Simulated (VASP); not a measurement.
Set up this calculation in VASP 6.6.1, as the native input.

| Quantity | Value |
| --- | --- |
| Task | single point |
| Functional | PBEsol |
| Potentials or basis | VASP PAW PBE potentials, release 64 (W_sv) |
| Cutoff | 520 eV |
| k mesh | 8 × 5 × 4 |
| Occupations | fermi-dirac, width 0.1 eV |
| Spin | no spin polarisation |
| Dipole correction | no |
| Further INCAR settings | ALGO = Normal; EDIFF = 1e-06; NBANDS = 36 |

The structure of W lies in POSCAR:

```
W
1.0
    2.8096620000      0.0000000000      0.0000000000
    0.0000000000      4.8638700000      0.0000000000
    0.0000000000      0.0000000000      4.9236950000
W
4
Direct
    0.7931720000      0.5631570000      0.2500000000
    0.2068280000      0.0631570000      0.2500000000
    0.2068280000      0.4368430000      0.7500000000
    0.7931720000      0.9368430000      0.7500000000
```

The input as run:

INCAR

```
SYSTEM = W
PREC = Accurate
ENCUT = 520
EDIFF = 1E-6
ISMEAR = -1
SIGMA = 0.1
LREAL = .FALSE.
LASPH = .TRUE.
NELM = 80
ALGO = Normal
ISIF = 2
LWAVE = .FALSE.
LCHARG = .FALSE.
GGA = PS
NBANDS = 36
```

KPOINTS

```
regular mesh
0
G
  8 5 4
  0 0 0
```

Potentials or basis: VASP PAW PBE potentials, release 64 (W_sv).

Run with:

```bash
$ cat potpaw_PBE.64/W_sv/POTCAR > POTCAR
$ mpirun -np 1 vasp_std > vasp.out
```

It gave:

```yaml
Pressure: -10.2 GPa
Largest_force: 0.076 eV/Å
Band_gap_on_the_k_mesh: zero (band 28 reaches 10.97 eV, above the bottom of band 29 at 9.84 eV)
```

Caveat: the PAW data sets were made with another functional, which shifts forces and pressure a little; spin-orbit coupling is left out, which moves the levels of the heavy elements.

Run time: 33 s on 1 thread of Intel(R) Xeon(R) 6975P-C (Granite Rapids), on a shared host, peak memory 0.22 GiB.
